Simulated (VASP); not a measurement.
# InAs (Fm-3m) in VASP: further runs

InAs is run at these levels: PBEsol; tasks: single point, relaxation of cell and atoms.

All numbers are computed with VASP 6.6.1; they aren't measurements. Logs are shortened: lines on timing, memory, paths and dates and some standing lists are left out, and cuts for length are marked.

### 1 The cell of the first run

It takes space group Fm-3m (No. 225, cubic). The conventional cell has a = 5.493 Å, b = 5.493 Å, c = 5.493 Å, α = 90.00°, β = 90.00°, γ = 90.00°. In (site symmetry m-3m) has 6 As at 2.75 Å within 3.6 Å. Within 3.6 Å of As (site symmetry m-3m) lie 6 In at 2.75 Å.

### 2 Single point, PBEsol

Contents of INCAR:

```
PREC     = Accurate       # precision mode
ENCUT    = 500            # plane-wave cutoff, eV
EDIFF    = 1E-6           # SCF threshold, eV
ISMEAR   = 0              # smearing method
SIGMA    = 0.1            # smearing width, eV
LREAL    = False          # projectors in reciprocal space
LASPH    = True           # aspherical terms in the spheres
NELM     = 120            # most SCF steps
ALGO     = Normal         # electronic algorithm
ISIF     = 2              # what is computed and relaxed
LWAVE    = False          # write WAVECAR
LCHARG   = False          # write CHGCAR
GGA      = PS             # functional
NBANDS   = 16             # bands
GGA_COMPAT= False
```

Contents of KPOINTS:

```
Automatic mesh
0
Gamma
  14 14 14
```

Contents of POSCAR:

```
InAs
1.0
    0.0000000000      2.7464523060      2.7464523060
    2.7464523060      0.0000000000      2.7464523060
    2.7464523060      2.7464523060      0.0000000000
In As
1 1
Direct
    0.5000000000      0.5000000000      0.5000000000
    0.0000000000      0.0000000000      0.0000000000
```

Potentials or basis: VASP PAW PBE potentials, release 64 (In_d, As).

Run with:

```sh
cat potpaw_PBE.64/In_d/POTCAR potpaw_PBE.64/As/POTCAR > POTCAR
mpirun -np 1 vasp_std > vasp.out
```

OUTCAR:

```text
PREC = Accurate
   ENCUT = 500
   EDIFF = 1E-6
   ISMEAR = 0
   LREAL = False
   LASPH = True
   NELM = 120
   ISIF = 2
   GGA = PS

 ion  position               nearest neighbor table
   1  0.500  0.500  0.500-   2 2.75   2 2.75   2 2.75   2 2.75   2 2.75   2 2.75
   2  0.000  0.000  0.000-   1 2.75   1 2.75   1 2.75   1 2.75   1 2.75   1 2.75

  LATTYP: Found a face centered cubic cell.
 ALAT       =     5.4929046120

  Lattice vectors:

 A1 = (   0.0000000000,   2.7464523060,   2.7464523060)
 A2 = (   2.7464523060,   0.0000000000,   2.7464523060)
 A3 = (   2.7464523060,   2.7464523060,   0.0000000000)

Analysis of symmetry for initial positions (statically):
=====================================================================
 Subroutine PRICEL returns:
 Original cell was already a primitive cell.

 Routine SETGRP: Setting up the symmetry group for a
 face centered cubic supercell.

 Subroutine GETGRP returns: Found 48 space group operations
 (whereof 48 operations were pure point group operations)
 out of a pool of 48 trial point group operations.

The static configuration has the point symmetry O_h .

Analysis of symmetry for dynamics (positions and initial velocities):
=====================================================================
 Subroutine PRICEL returns:
 Original cell was already a primitive cell.

 Routine SETGRP: Setting up the symmetry group for a
 face centered cubic supercell.

 Subroutine GETGRP returns: Found 48 space group operations
 (whereof 48 operations were pure point group operations)
 out of a pool of 48 trial point group operations.

The dynamic configuration has the point symmetry O_h .

 Subroutine INISYM returns: Found 48 space group operations
 (whereof 48 operations are pure point group operations),
 and found     1 'primitive' translations

----------------------------------------------------------------------------------------

                                     Primitive cell

  volume of cell :      41.4330

  direct lattice vectors                    reciprocal lattice vectors
     0.000000000  2.746452306  2.746452306    -0.182053043  0.182053043  0.182053043
     2.746452306  0.000000000  2.746452306     0.182053043 -0.182053043  0.182053043
     2.746452306  2.746452306  0.000000000     0.182053043  0.182053043 -0.182053043

  length of vectors
     3.884070100  3.884070100  3.884070100     0.315325120  0.315325120  0.315325120

  position of ions in fractional coordinates (direct lattice)
     0.500000000  0.500000000  0.500000000
     0.000000000  0.000000000  0.000000000

  ion indices of the primitive-cell ions
   primitive index   ion index
                 1           1
                 2           2

----------------------------------------------------------------------------------------

 KPOINTS: Automatic mesh

Automatic generation of k-mesh.
 Grid dimensions read from file:
 generate k-points for:   14   14   14

 Generating k-lattice:

  Cartesian coordinates                     Fractional coordinates (reciprocal lattice)
    -0.013003789  0.013003789  0.013003789     0.071428571  0.000000000  0.000000000
     0.013003789 -0.013003789  0.013003789     0.000000000  0.071428571  0.000000000
     0.013003789  0.013003789 -0.013003789     0.000000000  0.000000000  0.071428571

  Length of vectors
     0.022523223  0.022523223  0.022523223

  Shift w.r.t. Gamma in fractional coordinates (k-lattice)
     0.000000000  0.000000000  0.000000000

 Subroutine IBZKPT returns following result:
 ===========================================

 Found    104 irreducible k-points:

 Following reciprocal coordinates:
            Coordinates               Weight
  0.000000  0.000000  0.000000      1.000000
  0.071429  0.000000  0.000000      8.000000
  0.142857  0.000000  0.000000      8.000000
  0.214286  0.000000  0.000000      8.000000
  0.285714  0.000000  0.000000      8.000000
  0.357143  0.000000  0.000000      8.000000
[... 16 lines left out ...]
  0.214286  0.142857  0.000000     24.000000
[... 43 lines left out ...]
  free energy    TOTEN  =        -8.13343072 eV

  energy without entropy =       -8.12806300  energy(sigma->0) =       -8.13074686

 E-fermi :   7.3924     XC(G=0): -10.8966

 val. band max:        7.3775581479   @ k =   0.2857   0.0000   0.0000
 cond. band min:       7.4114132180   @ k =   0.3571   0.1429   0.0714
 fundamental gap:      0.0338550701
 Fermi energy:         7.3924234500

 k-point     1 :       0.0000    0.0000    0.0000
  band No.  band energies     occupation
      1      -7.0195      2.00000
      2      -7.0195      2.00000
      3      -6.9909      2.00000
      4      -6.9909      2.00000
      5      -6.9909      2.00000
      6      -5.7171      2.00000
[... 8 lines left out ...]
     15      15.6093      0.00000
     16      15.6093      0.00000

 k-point     2 :       0.0714    0.0000    0.0000
  band No.  band energies     occupation
      1      -7.0228      2.00000
      2      -7.0228      2.00000
      3      -6.9914      2.00000
      4      -6.9874      2.00000
      5      -6.9874      2.00000
      6      -5.6508      2.00000
[... 8 lines left out ...]
     15      15.3006      0.00000
     16      15.5277      0.00000

 k-point     3 :       0.1429    0.0000    0.0000
  band No.  band energies     occupation
      1      -7.0340      2.00000
      2      -7.0340      2.00000
      3      -6.9933      2.00000
      4      -6.9760      2.00000
      5      -6.9760      2.00000
      6      -5.4534      2.00000
[... 8 lines left out ...]
     15      15.4711      0.00000
     16      15.4711      0.00000

 k-point     4 :       0.2143    0.0000    0.0000
  band No.  band energies     occupation
      1      -7.0515      2.00000
      2      -7.0515      2.00000
      3      -6.9971      2.00000
      4      -6.9581      2.00000
      5      -6.9581      2.00000
      6      -5.1321      2.00000
[... 8 lines left out ...]
     15      16.0620      0.00000
     16      16.0620      0.00000
[... 324 lines left out ...]
 k-point    22 :       0.1429    0.1429    0.0000
  band No.  band energies     occupation
      1      -7.0774      2.00000
      2      -7.0095      2.00000
      3      -7.0029      2.00000
      4      -6.9695      2.00000
      5      -6.9695      2.00000
      6      -5.3447      2.00000
[... 8 lines left out ...]
     15      17.2285      0.00000
     16      17.2285      0.00000

 k-point    23 :       0.2143    0.1429    0.0000
  band No.  band energies     occupation
      1      -7.1113      2.00000
      2      -7.0121      2.00000
      3      -7.0068      2.00000
      4      -6.9591      2.00000
      5      -6.9539      2.00000
      6      -5.0886      2.00000
[... 8 lines left out ...]
     15      17.4587      0.00000
     16      17.5345      0.00000

 k-point    24 :       0.2857    0.1429    0.0000
  band No.  band energies     occupation
      1      -7.1421      2.00000
      2      -7.0253      2.00000
      3      -7.0073      2.00000
      4      -6.9494      2.00000
      5      -6.9329      2.00000
      6      -4.7159      2.00000
[... 8 lines left out ...]
     15      17.6709      0.00000
     16      18.0492      0.00000

 [... further k-points ...]
[... 5 lines left out ...]
  --------------------------------------------------------------------------------------
  -------------------------------------------------------------------------------------
  Total        2.0139940      2.0139940      2.0139940     -0.0000000     -0.0000000     -0.0000000
  in kB       77.8793945     77.8793945     77.8793945     -0.0000000     -0.0000000     -0.0000000
  external PRESSURE =      77.8793945 kB  Pullay stress =       0.0000000 kB

 VOLUME and BASIS-vectors are now :
 -----------------------------------------------------------------------------
  energy-cutoff  :      500.00
  volume of cell :       41.43
      direct lattice vectors                 reciprocal lattice vectors
     0.000000000  2.746452306  2.746452306    -0.182053043  0.182053043  0.182053043
     2.746452306  0.000000000  2.746452306     0.182053043 -0.182053043  0.182053043
     2.746452306  2.746452306  0.000000000     0.182053043  0.182053043 -0.182053043

 POSITION                                       TOTAL-FORCE (eV/Angst)
 -----------------------------------------------------------------------------------
      2.74645      2.74645      2.74645         0.000000     -0.000000      0.000000
      0.00000      0.00000      0.00000        -0.000000      0.000000     -0.000000
 -----------------------------------------------------------------------------------
    total drift:                                0.000000      0.000000      0.000000

  FREE ENERGIE OF THE ION-ELECTRON SYSTEM (eV)
  ---------------------------------------------------
  free  energy   TOTEN  =        -8.1334307243 eV

  energy  without entropy=       -8.1280629960  energy(sigma->0) =       -8.13074686
```

It took 30 s on 1 thread of AMD EPYC 9R45 (Zen 5), shared host; peak memory 0.17 GiB.

What came out:

| Quantity | Value |
| --- | --- |
| Free energy | -8.1334 eV |
| Pressure | 7.8 GPa |
| Band gap on the k mesh | zero (bands 9 and 10 overlap by 3.17 eV) |

Caveat: the cell stands under pressure; the PAW data sets were made with another functional, which shifts forces and pressure a little; spin-orbit coupling is left out, which moves the levels of the heavy elements.

### 3 Single point, PBEsol

This run uses another cell than the first one, of 21.71 Å³/atom.

Contents of INCAR:

```
SYSTEM = InAs
PREC     = Accurate       ! precision mode
ENCUT    = 500            ! plane-wave cutoff, eV
EDIFF    = 1E-6           ! SCF threshold, eV
ISMEAR   = 0              ! smearing method
SIGMA    = 0.1            ! smearing width, eV
LREAL    = .FALSE.        ! projectors in reciprocal space
LASPH    = .TRUE.         ! aspherical terms in the spheres
NELM     = 120            ! most SCF steps
ALGO     = Normal         ! electronic algorithm
ISIF     = 2              ! what is computed and relaxed
LWAVE    = .FALSE.        ! write WAVECAR
LCHARG   = .TRUE.         ! write CHGCAR
GGA      = PS             ! functional
LELF     = .TRUE.         ! ELF
LVHAR    = .TRUE.       
NBANDS   = 16             ! bands
GGA_COMPAT= .FALSE.
```

Contents of KPOINTS:

```
regular mesh
0
G
  14 14 14
  0 0 0
```

Contents of POSCAR:

```
InAs
1.0
    0.0000000000      2.7898145972      2.7898145972
    2.7898145972      0.0000000000      2.7898145972
    2.7898145972      2.7898145972      0.0000000000
In As
1 1
Direct
    0.5000000000      0.5000000000      0.5000000000
    0.0000000000      0.0000000000      0.0000000000
```

Potentials or basis: VASP PAW PBE potentials, release 64 (In_d, As).

Run with:

```sh
cat potpaw_PBE.64/In_d/POTCAR potpaw_PBE.64/As/POTCAR > POTCAR
mpirun -np 1 vasp_std > vasp.out
```

Run time: 36 s. Hardware: 1 thread of AMD EPYC 9R45 (Zen 5), shared host; peak memory 0.19 GiB.

The run converged. Its results:

```
Free energy            : -8.2006 eV
Pressure               : 3.2 GPa
Band gap on the k mesh : zero (bands 9 and 10 overlap by 2.97 eV)
```

Levels at points of the mesh, in eV from the Fermi level:
| k point | band 5 | band 6 | band 7 | band 8 | band 9 | band 10 | band 11 | band 12 | band 13 | band 14 |
| --- | --- | --- | --- | --- | --- | --- | --- | --- | --- | --- |
| (0.00, 0.00, 0.00) | -14.31 | -12.74 | -0.21 | -0.21 | -0.21 | 0.00 | 7.27 | 7.27 | 7.27 | 7.96 |
| (0.50, 0.00, 0.00) | -14.23 | -10.76 | -7.01 | 0.26 | 0.26 | 2.17 | 3.29 | 3.29 | 5.02 | 11.16 |
| (0.50, 0.50, 0.00) | -14.20 | -9.60 | -5.27 | -2.87 | -2.51 | -2.51 | 3.69 | 9.95 | 9.95 | 10.83 |

Caveat: the cell stands under pressure; the PAW data sets were made with another functional, which shifts forces and pressure a little; spin-orbit coupling is left out, which moves the levels of the heavy elements.

### 4 Single point, PBEsol

This run uses another cell than the first one, of 21.71 Å³/atom.

Contents of INCAR:

```
  ALGO = Normal
  EDIFF = 1E-6
  ENCUT = 500
  GGA = PS
  GGA_COMPAT = False
  ISIF = 2
  ISMEAR = 0
  LASPH = True
  LCHARG = False
  LREAL = False
  LWAVE = False
  NBANDS = 16
  NELM = 120
  PREC = Accurate
  SIGMA = 0.1
```

Contents of KPOINTS:

```
k-points
0
Gamma
  14 14 14
```

POSCAR is that of step 3.

Run with:

```sh
cat potpaw_PBE.64/In_d/POTCAR potpaw_PBE.64/As/POTCAR > POTCAR
mpirun -np 1 vasp_std > vasp.out
```

It took 36 s on 1 thread of AMD EPYC 9R45 (Zen 5), shared host; peak memory 0.19 GiB.

It converged, with:

```yaml
Free_energy: -8.2006 eV
Pressure: 3.2 GPa
Band_gap_on_the_k_mesh: zero (bands 9 and 10 overlap by 2.97 eV)
```

Levels at points of the mesh, in eV from the Fermi level:
```
           k point  band 5  band 6  band 7  band 8  band 9  band 10  band 11  band 12  band 13  band 14
(0.00, 0.00, 0.00)  -14.31  -12.74   -0.21   -0.21   -0.21     0.00     7.27     7.27     7.27     7.96
(0.50, 0.00, 0.00)  -14.23  -10.76   -7.01    0.26    0.26     2.17     3.29     3.29     5.02    11.16
(0.50, 0.50, 0.00)  -14.20   -9.60   -5.27   -2.87   -2.51    -2.51     3.69     9.95     9.95    10.83
```

Caveat: the cell stands under pressure; the PAW data sets were made with another functional, which shifts forces and pressure a little; spin-orbit coupling is left out, which moves the levels of the heavy elements.

### 5 Single point, PBEsol

This run uses another cell than the first one, of 22.56 Å³/atom.

INCAR is that of step 4.

KPOINTS is that of step 4.

Contents of POSCAR:

```
InAs
1.0
    0.0000000000      2.8255595116      2.8255595116
    2.8255595116      0.0000000000      2.8255595116
    2.8255595116      2.8255595116      0.0000000000
In As
1 1
Direct
    0.5000000000      0.5000000000      0.5000000000
    0.0000000000      0.0000000000      0.0000000000
```

Run with:

```sh
cat potpaw_PBE.64/In_d/POTCAR potpaw_PBE.64/As/POTCAR > POTCAR
mpirun -np 1 vasp_std > vasp.out
```

Wall time 35 s (1 thread of AMD EPYC 9R45 (Zen 5), shared host); peak memory 0.19 GiB.

It converged, with:

```
Free energy            : -8.2180 eV
Pressure               : 0.2 GPa
Band gap on the k mesh : zero (bands 9 and 10 overlap by 2.82 eV)
```

Levels at points of the mesh, in eV from the Fermi level:
```
           k point  band 7  band 8  band 9  band 10  band 11  band 12
(0.00, 0.00, 0.00)   -0.30   -0.19   -0.19    -0.19     7.23     7.23
(0.50, 0.00, 0.00)   -6.80    0.24    0.24     2.13     3.28     3.28
(0.50, 0.50, 0.00)   -5.03   -2.90   -2.38    -2.38     3.75     9.62
```

Caveat: the PAW data sets were made with another functional, which shifts forces and pressure a little; spin-orbit coupling is left out, which moves the levels of the heavy elements.

### 6 Relaxation of cell and atoms, PBEsol, target pressure 25 GPa, at which the enthalpy is minimised

This run uses another cell than the first one, of 18.28 Å³/atom.

Contents of INCAR:

```
PREC = Accurate
ENCUT = 500
EDIFF = 1E-7
ISMEAR = 0
SIGMA = 0.1
LREAL = F
LASPH = T
NELM = 120
ALGO = Normal
ISIF = 3
LWAVE = F
LCHARG = F
GGA = PS
IBRION = 2
NSW = 70
EDIFFG = -0.004
PSTRESS = 250.0
GGA_COMPAT = F
NELMIN = 4
```

Contents of KPOINTS:

```
regular mesh
0
Gamma
  14 14 14
```

Contents of POSCAR:

```
InAs
1.0
    0.0000000000      2.6342859652      2.6342859652
    2.6342859652      0.0000000000      2.6342859652
    2.6342859652      2.6342859652      0.0000000000
In As
1 1
Direct
    0.5000000000      0.5000000000      0.5000000000
    0.0000000000      0.0000000000      0.0000000000
```

Potentials or basis: VASP PAW PBE potentials, release 64 (In_d, As).

Run with:

```sh
cat potpaw_PBE.64/In_d/POTCAR potpaw_PBE.64/As/POTCAR > POTCAR
mpirun -np 1 vasp_std > vasp.out
```

Wall time 61 s (1 thread of AMD EPYC 9R45 (Zen 5), shared host); peak memory 0.17 GiB.

Results (log left out):

| Quantity | Value |
| --- | --- |
| Free energy | -7.6701 eV |
| Relaxed volume | 18.32 Å³/atom |
| Relaxed cell | a = 3.728 Å, b = 3.728 Å, c = 3.728 Å, α = 60.00°, β = 60.00°, γ = 60.00° |
| Space group after relaxing (to 0.1 Å) | Fm-3m (No. 225) |
| Energy change on relaxing (the run minimises the enthalpy) | -7.0 meV/atom |
| Ionic steps | 3 |
| Pressure after relaxing | 25.0 GPa |
| Band gap on the k mesh | zero (bands 9 and 10 overlap by 3.24 eV) |

Step by step:
```csv
step,energy change (eV),largest force (eV/Å),pressure (GPa),volume (Å³)
1,0.0000,0.0000,25.44,36.56
2,-0.0411,0.0000,24.18,36.83
3,-0.0140,0.0000,25.00,36.65
```

Final structure:
```cif
data_structure
_symmetry_space_group_name_H-M 'P 1'
_symmetry_Int_Tables_number 1
_cell_length_a 3.7285
_cell_length_b 3.7285
_cell_length_c 3.7285
_cell_angle_alpha 60.000
_cell_angle_beta 60.000
_cell_angle_gamma 60.000
_cell_volume 36.65
loop_
_atom_site_label
_atom_site_type_symbol
_atom_site_fract_x
_atom_site_fract_y
_atom_site_fract_z
_atom_site_occupancy
In1 In 0.50000 0.50000 0.50000 1
As1 As 0.00000 0.00000 0.00000 1
```

Levels at points of the mesh, in eV from the Fermi level:
| k point | band 6 | band 7 | band 8 | band 9 | band 10 | band 11 | band 12 | band 13 |
| --- | --- | --- | --- | --- | --- | --- | --- | --- |
| (0.00, 0.00, 0.00) | -14.20 | -0.35 | -0.35 | -0.35 | 1.48 | 7.44 | 7.44 | 7.44 |
| (0.50, 0.00, 0.00) | -11.60 | -8.06 | 0.34 | 0.34 | 2.29 | 3.30 | 3.30 | 6.21 |
| (0.50, 0.50, 0.00) | -9.76 | -6.49 | -3.17 | -3.17 | -2.68 | 3.38 | 11.46 | 11.46 |

Caveat: the cell is relaxed towards a set pressure, so the run minimises the enthalpy, not the energy; the PAW data sets were made with another functional, which shifts forces and pressure a little; spin-orbit coupling is left out, which moves the levels of the heavy elements.

### 7 Overview

```tsv
task	cell	gap on the mesh (eV)	pressure (GPa)
single point	a = 3.884 Å, angles 60.0°, 2 atoms	none	7.8
single point	a = 3.945 Å, angles 60.0°, 2 atoms	none	3.2
single point	a = 3.996 Å, angles 60.0°, 2 atoms	none	0.2
relaxation of cell and atoms	relaxed to 25 GPa from a = 3.725 Å, angles 60.0°, 2 atoms	none	25.0
```

Alike in all rows: level PBEsol; potentials or basis VASP PAW PBE potentials, release 64 (In_d, As); no spin polarisation; k mesh 14 × 14 × 14; cutoff (eV) 500; smearing gaussian 0.1 eV.

Caveats: the PAW data sets were made with another functional, which shifts forces and pressure a little; spin-orbit coupling is left out, which moves the levels of the heavy elements; the cell stands under pressure (at least some runs); the cell is relaxed towards a set pressure, so the run minimises the enthalpy, not the energy (at least some runs).

Absolute energies hang on the potentials; compare differences alone.

The gap in the log of VASP goes by the Fermi energy; the results here count the filled bands.